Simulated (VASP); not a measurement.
# MgO: single point with PBEsol

MgO:

```xyz
2
Lattice="0.0000 2.1685 2.1685 2.1685 0.0000 2.1685 2.1685 2.1685 0.0000" Properties=species:S:1:pos:R:3 pbc="T T T"
Mg    0.0000    0.0000    0.0000
O     2.1685    2.1685    2.1685
```

* Program: VASP 6.6.1
* Task: single point
* Functional: PBEsol
* Potentials or basis: VASP PAW PBE potentials, release 64 (Mg, O)
* Cutoff: 600 eV
* k mesh: 10 × 10 × 10
* Occupations: gaussian, width 0.02 eV
* Spin: no spin polarisation
* Dipole correction: no
* Further INCAR settings: ALGO = Normal; EDIFF = 1e-06; NBANDS = 11

```yaml
Pressure: -12.1 GPa
Band_gap_on_the_k_mesh: 3.84 eV
```

Levels at points of the mesh, in eV from the valence-band top:
| k point | band 1 | band 2 | band 3 | band 4 | band 5 | band 6 | band 7 | band 8 |
| --- | --- | --- | --- | --- | --- | --- | --- | --- |
| (0.00, 0.00, 0.00) | -16.77 | 0.00 | 0.00 | 0.00 | 3.84 | 15.15 | 15.15 | 15.15 |
| (0.50, 0.00, 0.00) | -15.67 | -4.31 | -0.57 | -0.57 | 7.21 | 11.54 | 15.30 | 15.30 |
| (0.50, 0.50, 0.00) | -15.44 | -3.79 | -1.25 | -1.25 | 8.82 | 8.97 | 12.08 | 17.56 |

Wall time 11 s on 1 thread of AMD EPYC 7R13 Processor (Zen 3), with other jobs on the host, peak memory 0.13 GiB.

Caveat: the cell stands under tension; the PAW data sets were made with another functional, which shifts forces and pressure a little. As with any semilocal functional, this PBEsol gap is likely too small.
